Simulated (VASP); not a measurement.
# Hf in VASP: a series of runs

The runs below take Hf through single point, with PBE.

All numbers are computed with VASP 6.6.1; they aren't measurements. Logs are shortened: lines on timing, memory, paths and dates and some standing lists are left out, and cuts for length are marked.

### 1 The cell of the first run

The cell holds a slab with vacuum, 1 atom: a = 3.203 Å, b = 3.203 Å, c = 16.000 Å, α = 90.00°, β = 90.00°, γ = 120.00°.

### 2 Single point, PBE

Input file INCAR:

```
ALGO     = Normal         # electronic algorithm
DIPOL    = 0.5 0.5 0.500
EDIFF    = 1E-6           # SCF threshold, eV
ENCUT    = 520            # plane-wave cutoff, eV
GGA      = PE             # functional
IDIPOL   = 3            
ISIF     = 2              # what is computed and relaxed
ISMEAR   = -1             # smearing method
LASPH    = T              # aspherical terms in the spheres
LCHARG   = T              # write CHGCAR
LDIPOL   = T            
LELF     = T              # ELF
LREAL    = F              # projectors in reciprocal space
LVACPOTAV= T            
LVHAR    = T            
LWAVE    = F              # write WAVECAR
NBANDS   = 11             # bands
NELM     = 100            # most SCF steps
PREC     = Accurate       # precision mode
SIGMA    = 0.1            # smearing width, eV
```

Input file KPOINTS:

```
k-points
0
Gamma
  12 12 1
```

Input file POSCAR:

```
Hf
1.0
    3.2032284312      0.0000000000      0.0000000000
   -1.6016142156      2.7740771955      0.0000000000
    0.0000000000      0.0000000000     16.0000000000
Hf
1
Direct
    0.0000000000      0.0000000000      0.5000000000
```

Potentials or basis: VASP PAW PBE potentials, release 64 (Hf_pv).

Command:

```console
$ cat potpaw_PBE.64/Hf_pv/POTCAR > POTCAR
$ mpirun -np 1 vasp_std > vasp.out
```

OUTCAR:

```text
EDIFF = 1E-6
   ENCUT = 520
   GGA = PE
   ISIF = 2
   ISMEAR = -1
   LASPH = T
   LREAL = F
   NELM = 100
   PREC = Accurate

 ion  position               nearest neighbor table
   1  0.000  0.000  0.500-

  LATTYP: Found a hexagonal cell.
 ALAT       =     3.2032284312
 C/A-ratio  =     4.9949606604

  Lattice vectors:

 A1 = (   3.2032284312,   0.0000000000,   0.0000000000)
 A2 = (  -1.6016142156,   2.7740771955,   0.0000000000)
 A3 = (   0.0000000000,   0.0000000000,  16.0000000000)

Analysis of symmetry for initial positions (statically):
=====================================================================
 Subroutine PRICEL returns:
 Original cell was already a primitive cell.

 Routine SETGRP: Setting up the symmetry group for a
 hexagonal supercell.

 Subroutine GETGRP returns: Found 24 space group operations
 (whereof 24 operations were pure point group operations)
 out of a pool of 24 trial point group operations.

The static configuration has the point symmetry D_6h.

Analysis of symmetry for dynamics (positions and initial velocities):
=====================================================================
 Subroutine PRICEL returns:
 Original cell was already a primitive cell.

 Routine SETGRP: Setting up the symmetry group for a
 hexagonal supercell.

 Subroutine GETGRP returns: Found 24 space group operations
 (whereof 24 operations were pure point group operations)
 out of a pool of 24 trial point group operations.

The dynamic configuration has the point symmetry D_6h.

 Subroutine INISYM returns: Found 24 space group operations
 (whereof 24 operations are pure point group operations),
 and found     1 'primitive' translations

----------------------------------------------------------------------------------------

                                     Primitive cell

  volume of cell :     142.1760

  direct lattice vectors                    reciprocal lattice vectors
     3.203228431  0.000000000  0.000000000     0.312185041  0.180240118  0.000000000
    -1.601614216  2.774077195  0.000000000     0.000000000  0.360480235  0.000000000
     0.000000000  0.000000000 16.000000000     0.000000000  0.000000000  0.062500000

  length of vectors
     3.203228431  3.203228431 16.000000000     0.360480235  0.360480235  0.062500000

  position of ions in fractional coordinates (direct lattice)
     0.000000000  0.000000000  0.500000000

  ion indices of the primitive-cell ions
   primitive index   ion index
                 1           1

----------------------------------------------------------------------------------------

 KPOINTS: k-points

Automatic generation of k-mesh.
 Grid dimensions read from file:
 generate k-points for:   12   12    1

 Generating k-lattice:

  Cartesian coordinates                     Fractional coordinates (reciprocal lattice)
     0.026015420  0.015020010  0.000000000     0.083333333  0.000000000  0.000000000
     0.000000000  0.030040020  0.000000000     0.000000000  0.083333333  0.000000000
     0.000000000  0.000000000  0.062500000     0.000000000  0.000000000  1.000000000

  Length of vectors
     0.030040020  0.030040020  0.062500000

  Shift w.r.t. Gamma in fractional coordinates (k-lattice)
     0.000000000  0.000000000  0.000000000

 Subroutine IBZKPT returns following result:
 ===========================================

 Found     19 irreducible k-points:

 Following reciprocal coordinates:
            Coordinates               Weight
  0.000000  0.000000  0.000000      1.000000
  0.083333  0.000000  0.000000      6.000000
  0.166667  0.000000  0.000000      6.000000
  0.250000 -0.000000  0.000000      6.000000
  0.333333  0.000000  0.000000      6.000000
  0.416667 -0.000000  0.000000      6.000000
[... 11 lines left out ...]
  0.333333  0.250000  0.000000     12.000000
  0.333333  0.333333  0.000000      2.000000
   k-points           NKPTS =     19   k-points in BZ     NKDIM =     19   number of bands    NBANDS=     11
   number of dos      NEDOS =    301   number of ions     NIONS =      1
   total plane-waves  NPLWV =  69120
   dimension x,y,z NGX =    24 NGY =   24 NGZ =  120
   dimension x,y,z NGXF=    48 NGYF=   48 NGZF=  240
   ions per type =               1
   NGX,Y,Z   is equivalent  to a cutoff of  12.46, 12.46, 12.47 a.u.
   NGXF,Y,Z  is equivalent  to a cutoff of  24.91, 24.91, 24.94 a.u.
 SYSTEM =  unknown system
   PREC   = accura    normal or accurate (medium, high low for compatibility)
   ISTART =      0    job   : 0-new  1-cont  2-samecut
   ICHARG =      2    charge: 1-file 2-atom 10-const
   ISPIN  =      1    spin polarized calculation?
   LNONCOLLINEAR =      F non collinear calculations
   LSORBIT =      F    spin-orbit coupling
   LASPH  =      T    aspherical Exc in radial PAW
   ENCUT  =  520.0 eV  38.22 Ry    6.18 a.u.   5.96  5.96 29.75*2*pi/ulx,y,z
   NELM   =    100;   NELMIN=  2; NELMDL= -5     # of ELM steps
   EDIFF  = 0.1E-05   stopping-criterion for ELM
   LREAL  =      F    real-space projection
   EDIFFG = 0.1E-04   stopping-criterion for IOM
   NSW    =      0    number of steps for IOM
   IBRION =     -1    ionic relax: 0-MD 1-quasi-New 2-CG
   NFREE  =      0    steps in history (QN), initial steepest desc. (CG)
   ISIF   =      2    stress and relaxation
   ISYM   =      2    0-nonsym 1-usesym 2-fastsym
   POTIM  = 0.5000    time-step for ionic-motion
   TEBEG  =    0.0;   TEEND  =   0.0 temperature during run
   PSTRESS=    0.0 pullay stress
   NELECT =      10.0000    total number of electrons
   NUPDOWN=      -1.0000    fix difference up-down
   EMIN   =  10.00;   EMAX   =-10.00  energy-range for DOS
   EFERMI =   0.00;   METHOD = LEGACY
   ISMEAR =    -1;   SIGMA  =   0.10  broadening in eV -4-tet -1-fermi 0-gaus
   EFERMI_NEDOS =   21; number of points for ismear=-14 and -15
   IALGO  =     38    algorithm
   IMIX   =      4    mixing-type and parameters
     AMIX     =   0.40;   BMIX     =  1.00
     AMIX_MAG =   1.60;   BMIX_MAG =  1.00
  volume/ion in A,a.u.               =     142.18       959.45
  Fermi-wavevector in a.u.,A,eV,Ry     =   0.675771  1.277021  6.213319  0.456666
  Thomas-Fermi vector in A             =   1.752886
   LORBIT       =      0    0 simple, 1 ext, 2 COOP (PROOUT), +10 PAW based schemes
   GGA     = PE    functional components
   LHFCALC =     F    Hartree Fock is set to
   AEXX    =    0.0000 exact exchange contribution
   IVDW    =     0    specifies the selected vdW correction
   LEPSILON=     F    determine dielectric tensor
   LRPA    =     F    only Hartree local field effects (RPA)
 non-spin polarized calculation
  energy-cutoff  :      520.00
  volume of cell :      142.18
 maximum number of plane-waves:      3862
 NGX is ok and might be reduce to    24
   NGX = 11   NGY = 11   NGZ = 59

 number of electron      10.0000001 magnetization

 dipolmoment           0.000000      0.000000      0.000000 electrons x Angstroem

 Free energy of the ion-electron system (eV)
  ---------------------------------------------------
  ext. energy  EPLUGINS =         0.00000000
  ---------------------------------------------------
  free energy    TOTEN  =        -7.54869572 eV

  energy without entropy =       -7.42905917  energy(sigma->0) =       -7.48887745

 E-fermi :  -2.5379     XC(G=0):  -3.0430

 val. band max:       -2.5552812155   @ k =   0.3333   0.2500   0.0000
 cond. band min:      -2.5274822789   @ k =   0.2500   0.0833   0.0000
 fundamental gap:      0.0277989365
 Fermi energy:        -2.5378637453

 k-point     1 :       0.0000    0.0000    0.0000
  band No.  band energies     occupation
      1     -33.9993      2.00000
      2     -33.3957      2.00000
      3     -33.3957      2.00000
      4      -7.6599      2.00000
      5      -2.5724      1.17108
      6      -2.2781      0.13858
      7      -1.0567      0.00000
      8      -1.0567      0.00000
      9       1.2447      0.00000
     10       1.2963      0.00000
     11       1.2963      0.00000

 k-point     2 :       0.0833    0.0000    0.0000
  band No.  band energies     occupation
      1     -33.9946      2.00000
      2     -33.4318      2.00000
      3     -33.4041      2.00000
      4      -7.4430      2.00000
      5      -2.4661      0.65592
      6      -2.3135      0.19188
      7      -1.2760      0.00001
      8      -0.8678      0.00000
      9       1.1058      0.00000
     10       1.2284      0.00000
     11       1.3722      0.00000

 k-point     3 :       0.1667    0.0000    0.0000
  band No.  band energies     occupation
      1     -33.9817      2.00000
      2     -33.5295      2.00000
      3     -33.4270      2.00000
      4      -6.8294      2.00000
      5      -2.4408      0.54946
      6      -2.2018      0.06709
      7      -1.7295      0.00062
      8      -0.3143      0.00000
      9       0.9990      0.00000
     10       1.0496      0.00000
     11       1.7524      0.00000

 k-point     4 :       0.2500   -0.0000    0.0000
  band No.  band energies     occupation
      1     -33.9639      2.00000
      2     -33.6604      2.00000
      3     -33.4580      2.00000
      4      -5.9539      2.00000
      5      -2.6642      1.55922
      6      -2.3592      0.28693
      7      -1.5531      0.00011
      8       0.5584      0.00000
      9       0.8198      0.00000
     10       1.2070      0.00000
     11       2.3773      0.00000
[... 169 lines left out ...]
 k-point    17 :       0.2500    0.2500    0.0000
  band No.  band energies     occupation
      1     -33.9283      2.00000
      2     -33.8177      2.00000
      3     -33.6210      2.00000
      4      -3.3809      1.99956
      5      -2.9518      1.96862
      6      -2.7235      1.72971
      7      -0.8444      0.00000
      8      -0.7680      0.00000
      9       3.1578      0.00000
     10       3.3554      0.00000
     11       4.7125      0.00000

 k-point    18 :       0.3333    0.2500    0.0000
  band No.  band energies     occupation
      1     -33.9217      2.00000
      2     -33.8223      2.00000
      3     -33.6748      2.00000
      4      -3.1914      1.99710
      5      -2.5553      1.08687
      6      -2.2992      0.16834
      7      -1.3455      0.00001
      8      -0.6718      0.00000
      9       3.6390      0.00000
     10       4.0368      0.00000
     11       4.0941      0.00000

 k-point    19 :       0.3333    0.3333    0.0000
  band No.  band energies     occupation
      1     -33.9193      2.00000
      2     -33.7596      2.00000
      3     -33.7596      2.00000
      4      -2.5584      1.10220
      5      -2.5584      1.10220
      6      -2.0391      0.01354
      7      -2.0391      0.01354
      8      -0.6647      0.00000
      9       3.0814      0.00000
     10       4.5654      0.00000
     11       4.9529      0.00000

------------------------ aborting loop because EDIFF is reached ----------------------------------------

  FORCE on cell =-STRESS in cart. coord.  units (eV):
  Direction    XX          YY          ZZ          XY          YZ          ZX
  --------------------------------------------------------------------------------------
  -------------------------------------------------------------------------------------
  Total       -3.1617273     -3.1617273     -0.0026904      0.0000000      0.0000000      0.0000000
  in kB      -35.6294033    -35.6294033     -0.0303183      0.0000000      0.0000000      0.0000000
  external PRESSURE =     -23.7630417 kB  Pullay stress =       0.0000000 kB

 VOLUME and BASIS-vectors are now :
 -----------------------------------------------------------------------------
  energy-cutoff  :      520.00
  volume of cell :      142.18
      direct lattice vectors                 reciprocal lattice vectors
     3.203228431  0.000000000  0.000000000     0.312185041  0.180240118  0.000000000
    -1.601614216  2.774077195  0.000000000     0.000000000  0.360480235  0.000000000
     0.000000000  0.000000000 16.000000000     0.000000000  0.000000000  0.062500000

 POSITION                                       TOTAL-FORCE (eV/Angst)
 -----------------------------------------------------------------------------------
      0.00000      0.00000      8.00000        -0.000000      0.000000      0.000000
 -----------------------------------------------------------------------------------
    total drift:                                0.000000      0.000000      0.000000

  FREE ENERGIE OF THE ION-ELECTRON SYSTEM (eV)
  ---------------------------------------------------
  free  energy   TOTEN  =        -7.5486957250 eV

  energy  without entropy=       -7.4290591701  energy(sigma->0) =       -7.48887745

 vacuum level on the upper side and lower side of the slab         1.615         1.615
```

It took 31 s on 1 thread of AMD EPYC 9R14 (Zen 4), shared host; peak memory 0.21 GiB.

Results:

- Free energy: -7.5487 eV
- Band gap on the k mesh: zero (bands 5 and 6 overlap by 0.37 eV)

Levels at points of the mesh, in eV from the Fermi level:
```tsv
k point	band 3	band 4	band 5	band 6	band 7	band 8
(0.00, 0.00, 0.00)	-30.86	-5.12	-0.03	0.26	1.48	1.48
(0.50, 0.00, 0.00)	-30.98	-2.21	-0.63	1.52	1.66	2.94
```

Caveat: spin-orbit coupling is left out, which moves the levels of the heavy elements.

### 3 Single point, PBE

Input file INCAR:

```
SYSTEM = Hf
ALGO     = Normal         ! electronic algorithm
DIPOL    = 0.5 0.5 0.500
EDIFF    = 1E-7           ! SCF threshold, eV
ENCUT    = 520            ! plane-wave cutoff, eV
GGA      = PE             ! functional
IDIPOL   = 3            
ISIF     = 2              ! what is computed and relaxed
ISMEAR   = -1             ! smearing method
LASPH    = .True.         ! aspherical terms in the spheres
LCHARG   = .False.        ! write CHGCAR
LDIPOL   = .True.       
LREAL    = .False.        ! projectors in reciprocal space
LWAVE    = .False.        ! write WAVECAR
NBANDS   = 11             ! bands
NELM     = 60             ! most SCF steps
PREC     = Accurate       ! precision mode
SIGMA    = 0.1            ! smearing width, eV
```

Input file KPOINTS:

```
k-points
0
Gamma
  12 12 1
  0 0 0
```

POSCAR is that of step 2.

Potentials or basis: VASP PAW PBE potentials, release 64 (Hf_pv).

Command:

```console
$ cat potpaw_PBE.64/Hf_pv/POTCAR > POTCAR
$ mpirun -np 1 vasp_std > vasp.out
```

It took 31 s on 1 thread of AMD EPYC 9R14 (Zen 4), shared host; peak memory 0.21 GiB.

Results (log left out):

```yaml
Free_energy: -7.5487 eV
Band_gap_on_the_k_mesh: zero (bands 5 and 6 overlap by 0.37 eV)
```

Levels at points of the mesh, in eV from the Fermi level:
| k point | band 1 | band 2 | band 3 | band 4 | band 5 | band 6 | band 7 | band 8 | band 9 | band 10 |
| --- | --- | --- | --- | --- | --- | --- | --- | --- | --- | --- |
| (0.00, 0.00, 0.00) | -31.46 | -30.86 | -30.86 | -5.12 | -0.03 | 0.26 | 1.48 | 1.48 | 3.78 | 3.83 |
| (0.50, 0.00, 0.00) | -31.39 | -31.38 | -30.98 | -2.21 | -0.63 | 1.52 | 1.66 | 2.94 | 5.18 | 5.77 |

Caveat: spin-orbit coupling is left out, which moves the levels of the heavy elements.
